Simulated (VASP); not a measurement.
Here is a VASP 6.6.1 calculation.

File INCAR:

```
PREC = Accurate ; ENCUT = 600
EDIFF = 1E-6 ; ISMEAR = 0
SIGMA = 0.01 ; LREAL = False
LASPH = True ; NELM = 120
ALGO = Normal ; ISIF = 2
LWAVE = False ; LCHARG = False
GGA = PE ; NBANDS = 16
GGA_COMPAT = False
```

KPOINTS

```
regular mesh
0
Gamma
  6 6 4
```

Contents of POSCAR:

```
SiC
1.0
    3.0760000000      0.0000000000      0.0000000000
   -1.5380000000      2.6638941400      0.0000000000
    0.0000000000      0.0000000000      5.0480000000
Si C
2 2
Direct
    0.3333333333      0.6666666667      0.0000000000
    0.6666666667      0.3333333333      0.5000000000
    0.3333333333      0.6666666667      0.3850000000
    0.6666666667      0.3333333333      0.8850000000
```

Potentials or basis: VASP PAW PBE potentials, release 64 (Si, C).

Launch:

```sh
$ cat potpaw_PBE.64/Si/POTCAR potpaw_PBE.64/C/POTCAR > POTCAR
$ mpirun -np 1 vasp_std > vasp.out
```

Task: Predict the largest force.

Result: 0.745 eV/Å.

Task: What does it give for the pressure?

Result: 3.5 GPa.

Forces in eV/Å, atoms in the order of the input:
```
Si   0.000  0.000  0.745
Si   0.000  0.000  0.745
C    0.000  0.000 -0.745
C    0.000  0.000 -0.745
```
